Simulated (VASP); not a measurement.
# Se (P3_221) in VASP: a series of runs

The runs below take Se through electric field gradients, with PBEsol.

All numbers are computed with VASP 6.6.1; they aren't measurements. Logs are shortened: lines on timing, memory, paths and dates and some standing lists are left out, and cuts for length are marked.

## (1) The cell of the first run

The structure is trigonal, space group P3_221 (No. 154). Conventional cell: a = 4.370 Å, b = 4.370 Å, c = 4.966 Å, α = 90.00°, β = 90.00°, γ = 120.00°. Se (site symmetry 2) has 2 Se at 2.33 Å within 3.1 Å.

## (2) Electric field gradients, PBEsol (volume scaled by 1.01)

File INCAR:

```
PREC     = Accurate       # precision mode
ENCUT    = 520            # plane-wave cutoff, eV
EDIFF    = 1E-8           # SCF threshold, eV
ISMEAR   = -1             # smearing method
SIGMA    = 0.02           # smearing width, eV
LREAL    = False          # projectors in reciprocal space
LASPH    = True           # aspherical terms in the spheres
NELM     = 60             # most SCF steps
ALGO     = Normal         # electronic algorithm
ISIF     = 2              # what is computed and relaxed
LWAVE    = False          # write WAVECAR
LCHARG   = False          # write CHGCAR
GGA      = PS             # functional
LEFG     = True         
NBANDS   = 16             # bands
```

File KPOINTS:

```
regular mesh
0
Gamma
  8 8 6
```

File POSCAR:

```
Se
1.0
    4.3696387861      0.0000000000      0.0000000000
   -2.1848193931      3.7842181942      0.0000000000
    0.0000000000      0.0000000000      4.9658934763
Se
3
Direct
    0.2170000000      0.0000000000      0.1666666667
    0.0000000000      0.2170000000      0.8333333333
    0.7830000000      0.7830000000      0.5000000000
```

Potentials or basis: VASP PAW PBE potentials, release 64 (Se).

Started as:

```
$ cat potpaw_PBE.64/Se/POTCAR > POTCAR
$ mpirun -np 1 vasp_std > vasp.out
```

OUTCAR:

```text
PREC = Accurate
   ENCUT = 520
   EDIFF = 1E-8
   ISMEAR = -1
   LREAL = False
   LASPH = True
   NELM = 60
   ISIF = 2
   GGA = PS

 ion  position               nearest neighbor table
   1  0.217  0.000  0.167-   3 2.33   2 2.33
   2  0.000  0.217  0.833-   3 2.33   1 2.33
   3  0.783  0.783  0.500-   1 2.33   2 2.33

  LATTYP: Found a hexagonal cell.
 ALAT       =     4.3696387861
 C/A-ratio  =     1.1364539998

  Lattice vectors:

 A1 = (   4.3696387861,   0.0000000000,   0.0000000000)
 A2 = (  -2.1848193931,   3.7842181942,   0.0000000000)
 A3 = (   0.0000000000,   0.0000000000,   4.9658934763)

Analysis of symmetry for initial positions (statically):
=====================================================================
 Subroutine PRICEL returns:
 Original cell was already a primitive cell.

 Routine SETGRP: Setting up the symmetry group for a
 hexagonal supercell.

 Subroutine GETGRP returns: Found  6 space group operations
 (whereof  2 operations were pure point group operations)
 out of a pool of 24 trial point group operations.

The static configuration has the point symmetry C_2 .
 The point group associated with its full space group is D_3 .

Analysis of symmetry for dynamics (positions and initial velocities):
=====================================================================
 Subroutine PRICEL returns:
 Original cell was already a primitive cell.

 Routine SETGRP: Setting up the symmetry group for a
 hexagonal supercell.

 Subroutine GETGRP returns: Found  6 space group operations
 (whereof  2 operations were pure point group operations)
 out of a pool of 24 trial point group operations.

The dynamic configuration has the point symmetry C_2 .
 The point group associated with its full space group is D_3 .

 Subroutine INISYM returns: Found  6 space group operations
 (whereof  2 operations are pure point group operations),
 and found     1 'primitive' translations

----------------------------------------------------------------------------------------

                                     Primitive cell

  volume of cell :      82.1144

  direct lattice vectors                    reciprocal lattice vectors
     4.369638786  0.000000000  0.000000000     0.228851868  0.132127688  0.000000000
    -2.184819393  3.784218194  0.000000000     0.000000000  0.264255376  0.000000000
     0.000000000  0.000000000  4.965893476     0.000000000  0.000000000  0.201373631

  length of vectors
     4.369638786  4.369638786  4.965893476     0.264255376  0.264255376  0.201373631

  position of ions in fractional coordinates (direct lattice)
     0.217000000  0.000000000  0.166666667
     1.000000000  0.217000000  0.833333333
     0.783000000  0.783000000  0.500000000

  ion indices of the primitive-cell ions
   primitive index   ion index
                 1           1
                 2           2
                 3           3

----------------------------------------------------------------------------------------

 KPOINTS: regular mesh

Automatic generation of k-mesh.
 Grid dimensions read from file:
 generate k-points for:    8    8    6

 Generating k-lattice:

  Cartesian coordinates                     Fractional coordinates (reciprocal lattice)
     0.028606484  0.016515961  0.000000000     0.125000000 -0.000000000  0.000000000
     0.000000000  0.033031922  0.000000000     0.000000000  0.125000000  0.000000000
     0.000000000  0.000000000  0.033562272     0.000000000  0.000000000  0.166666667

  Length of vectors
     0.033031922  0.033031922  0.033562272

  Shift w.r.t. Gamma in fractional coordinates (k-lattice)
     0.000000000  0.000000000  0.000000000

 Subroutine IBZKPT returns following result:
 ===========================================

 Found     50 irreducible k-points:

 Following reciprocal coordinates:
            Coordinates               Weight
  0.000000  0.000000  0.000000      1.000000
  0.125000 -0.000000  0.000000      6.000000
  0.250000 -0.000000  0.000000      6.000000
  0.375000 -0.000000  0.000000      6.000000
  0.500000 -0.000000  0.000000      3.000000
  0.125000  0.125000  0.000000      6.000000
[... 16 lines left out ...]
 -0.125000  0.500000  0.166667     12.000000
  0.250000  0.250000  0.166667     12.000000
 [... further k-points ...]
   k-points           NKPTS =     50   k-points in BZ     NKDIM =     50   number of bands    NBANDS=     16
   number of dos      NEDOS =    301   number of ions     NIONS =      3
   total plane-waves  NPLWV =  40960
   dimension x,y,z NGX =    32 NGY =   32 NGZ =   40
   dimension x,y,z NGXF=    64 NGYF=   64 NGZF=   80
   ions per type =               3
   NGX,Y,Z   is equivalent  to a cutoff of  12.17, 12.17, 13.39 a.u.
   NGXF,Y,Z  is equivalent  to a cutoff of  24.35, 24.35, 26.78 a.u.
 SYSTEM =  unknown system
   PREC   = accura    normal or accurate (medium, high low for compatibility)
   ISTART =      0    job   : 0-new  1-cont  2-samecut
   ICHARG =      2    charge: 1-file 2-atom 10-const
   ISPIN  =      1    spin polarized calculation?
   LNONCOLLINEAR =      F non collinear calculations
   LSORBIT =      F    spin-orbit coupling
   LASPH  =      T    aspherical Exc in radial PAW
   ENCUT  =  520.0 eV  38.22 Ry    6.18 a.u.   8.12  8.12  9.23*2*pi/ulx,y,z
   NELM   =     60;   NELMIN=  2; NELMDL= -5     # of ELM steps
   EDIFF  = 0.1E-07   stopping-criterion for ELM
   LREAL  =      F    real-space projection
   EDIFFG = 0.1E-06   stopping-criterion for IOM
   NSW    =      0    number of steps for IOM
   IBRION =     -1    ionic relax: 0-MD 1-quasi-New 2-CG
   NFREE  =      0    steps in history (QN), initial steepest desc. (CG)
   ISIF   =      2    stress and relaxation
   ISYM   =      2    0-nonsym 1-usesym 2-fastsym
   POTIM  = 0.5000    time-step for ionic-motion
   TEBEG  =    0.0;   TEEND  =   0.0 temperature during run
   PSTRESS=    0.0 pullay stress
   NELECT =      18.0000    total number of electrons
   NUPDOWN=      -1.0000    fix difference up-down
   EMIN   =  10.00;   EMAX   =-10.00  energy-range for DOS
   EFERMI =   0.00;   METHOD = LEGACY
   ISMEAR =    -1;   SIGMA  =   0.02  broadening in eV -4-tet -1-fermi 0-gaus
   EFERMI_NEDOS =   21; number of points for ismear=-14 and -15
   IALGO  =     38    algorithm
   IMIX   =      4    mixing-type and parameters
     AMIX     =   0.40;   BMIX     =  1.00
     AMIX_MAG =   1.60;   BMIX_MAG =  1.00
  volume/ion in A,a.u.               =      27.37       184.71
  Fermi-wavevector in a.u.,A,eV,Ry     =   0.987096  1.865341 13.256947  0.974358
  Thomas-Fermi vector in A             =   2.118525
   LORBIT       =      0    0 simple, 1 ext, 2 COOP (PROOUT), +10 PAW based schemes
   GGA     = PS    functional components
   LHFCALC =     F    Hartree Fock is set to
   AEXX    =    0.0000 exact exchange contribution
   IVDW    =     0    specifies the selected vdW correction
   LEPSILON=     F    determine dielectric tensor
   LRPA    =     F    only Hartree local field effects (RPA)
 non-spin polarized calculation
  energy-cutoff  :      520.00
  volume of cell :       82.11
 maximum number of plane-waves:      2224
   NGX = 17   NGY = 17   NGZ = 19

 number of electron      17.9999996 magnetization

 Free energy of the ion-electron system (eV)
  ---------------------------------------------------
  ext. energy  EPLUGINS =         0.00000000
  ---------------------------------------------------
  free energy    TOTEN  =       -11.42082192 eV

  energy without entropy =      -11.42082192  energy(sigma->0) =      -11.42082192

 E-fermi :   2.9589     XC(G=0):  -8.9841

 val. band max:        2.5521382025   @ k =   0.5000  -0.0000   0.5000
 cond. band min:       3.5956605238   @ k =   0.3750   0.2500   0.5000
 fundamental gap:      1.0435223212
 Fermi energy:         2.9588709700

 k-point     1 :       0.0000    0.0000    0.0000
  band No.  band energies     occupation
      1     -13.5387      2.00000
      2      -9.2719      2.00000
      3      -9.2719      2.00000
      4      -1.4288      2.00000
      5      -1.4288      2.00000
      6      -1.2198      2.00000
[... 8 lines left out ...]
     15       8.8206      0.00000
     16      10.8356      0.00000
[... 419 lines left out ...]
 k-point    24 :       0.2500    0.2500    0.1667
  band No.  band energies     occupation
      1     -12.9882      2.00000
      2     -10.3680      2.00000
      3      -8.6386      2.00000
      4      -2.8137      2.00000
      5      -2.5492      2.00000
      6      -0.8317      2.00000
[... 8 lines left out ...]
     15      11.0858      0.00000
     16      12.0137      0.00000

 [... further k-points ...]
[... 5 lines left out ...]
  --------------------------------------------------------------------------------------
  -------------------------------------------------------------------------------------
  Total        0.9220478      0.9220478      1.9793262     -0.0000000     -0.0000000      0.0000000
  in kB       17.9905698     17.9905698     38.6196965     -0.0000000     -0.0000000      0.0000000
  external PRESSURE =      24.8669454 kB  Pullay stress =       0.0000000 kB

 VOLUME and BASIS-vectors are now :
 -----------------------------------------------------------------------------
  energy-cutoff  :      520.00
  volume of cell :       82.11
      direct lattice vectors                 reciprocal lattice vectors
     4.369638786  0.000000000  0.000000000     0.228851868  0.132127688  0.000000000
    -2.184819393  3.784218194  0.000000000     0.000000000  0.264255376  0.000000000
     0.000000000  0.000000000  4.965893476     0.000000000  0.000000000  0.201373631

 POSITION                                       TOTAL-FORCE (eV/Angst)
 -----------------------------------------------------------------------------------
      0.94821      0.00000      0.82765         0.945013     -0.000000      0.000000
     -0.47411      0.82118      4.13824        -0.472506      0.818405      0.000000
      1.71071      2.96304      2.48295        -0.472506     -0.818405     -0.000000
 -----------------------------------------------------------------------------------
    total drift:                                0.000001      0.000001      0.000000

  FREE ENERGIE OF THE ION-ELECTRON SYSTEM (eV)
  ---------------------------------------------------
  free  energy   TOTEN  =       -11.4208219182 eV

  energy  without entropy=      -11.4208219182  energy(sigma->0) =      -11.42082192

 Electric field gradients (V/A^2)
---------------------------------------------------------------------
 ion       V_xx      V_yy      V_zz      V_xy      V_xz      V_yz
---------------------------------------------------------------------
   1     149.078  -340.022   190.944    -0.000     0.000  -310.433
   2    -217.746    26.803   190.944  -211.787   268.843   155.216
   3    -217.746    26.803   190.943   211.786  -268.843   155.216
---------------------------------------------------------------------

 Electric field gradients after diagonalization (V/A^2)
 (convention: |V_zz| > |V_xx| > |V_yy|)
----------------------------------------------------------------------
 ion       V_xx      V_yy      V_zz     asymmetry (V_yy - V_xx)/ V_zz
----------------------------------------------------------------------
   1     333.933   149.078  -483.011       0.383
   2     333.933   149.078  -483.011       0.383
   3     333.933   149.078  -483.011       0.383
----------------------------------------------------------------------

           NMR quadrupolar parameters

 Cq : quadrupolar parameter    Cq=e*Q*V_zz/h
 eta: asymmetry parameters     (V_yy - V_xx)/ V_zz
 Q  : nuclear electric quadrupole moment in mb (millibarn)
----------------------------------------------------------------------
 ion       Cq(MHz)       eta       Q (mb)
----------------------------------------------------------------------
   1      -1.168       0.383       1.000
   2      -1.168       0.383       1.000
   3      -1.168       0.383       1.000
----------------------------------------------------------------------
```

Run time: 58 s. Hardware: 1 thread of AMD EPYC 7R43 (Zen 3), shared host; peak memory 0.18 GiB.

Results:

```
Free energy            : -11.4208 eV
Pressure               : 2.5 GPa
Largest force          : 0.945 eV/Å
Band gap on the k mesh : 1.04 eV, indirect (least direct gap 1.11 eV)
```

Forces in eV/Å, atoms in the order of the input:
```
Se   0.945  0.000  0.000
Se  -0.473  0.818  0.000
Se  -0.473 -0.818  0.000
```

Electric field gradients, principal values (V/Å²):
| atom | least | middle | greatest (by size) |
| --- | --- | --- | --- |
| 1 Se | 149.078 | 333.933 | -483.011 |
| 2 Se | 149.078 | 333.933 | -483.011 |
| 3 Se | 149.078 | 333.933 | -483.011 |

Caveat: without QUAD_EFG the Cq values of the log hold for a quadrupole moment of 1 mb, not for the nuclei; the PAW data sets were made with another functional, which shifts forces and pressure a little. A k mesh can miss the band edges.

(Continued in part 2 of 3.)
